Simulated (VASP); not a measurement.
The system is Cs.

```
Cs
1.0
     0.00000    2.99200    2.99200
     2.99200    0.00000    2.99200
     2.99200    2.99200    0.00000
Cs
1
Direct
  0.00000 0.00000 0.00000
```

This isn't the form of Cs at room conditions, which is bcc.

```yaml
Program: VASP 6.6.1
Task: relaxation of cell and atoms
Functional: BLYP
Dispersion: D3(BJ)
Potentials_or_basis: VASP PAW PBE potentials, release 64 (Cs_sv)
Cutoff: 600 eV
k_mesh: 6 × 6 × 6
Occupations: methfessel-paxton, width 0.1 eV
Spin: no spin polarisation
```

At the start: pressure 3.4 GPa; volume 53.57 Å³/atom.

Problem. Where does the relaxation end?

Solution. Over 7 steps the energy falls by 370.1 meV/atom and the volume is 107.81 Å³/atom (+101.3 %); space group Fm-3m (No. 225, to 0.1 Å) before and after.

Step by step:
```csv
step,energy change (eV),largest force (eV/Å),pressure (GPa),volume (Å³)
1,0.0000,0.0000,3.44,53.57
2,-0.1477,0.0000,1.90,63.00
3,-0.3155,0.0000,0.81,83.37
4,-0.3307,0.0000,-0.36,136.39
5,-0.3687,0.0000,-0.10,112.05
6,-0.3700,0.0000,0.02,106.50
7,-0.3701,0.0000,-0.01,107.81
```

Final structure:
```
Cs
1.0
     0.00000    3.77758    3.77758
     3.77758    0.00000    3.77758
     3.77758    3.77758    0.00000
Cs
1
Direct
  0.00000 0.00000 0.00000
```

Caveat: the volume moved by over 15 % at a fixed basis, so the end points are rough; the PAW data sets were made with another functional, which shifts forces and pressure a little.
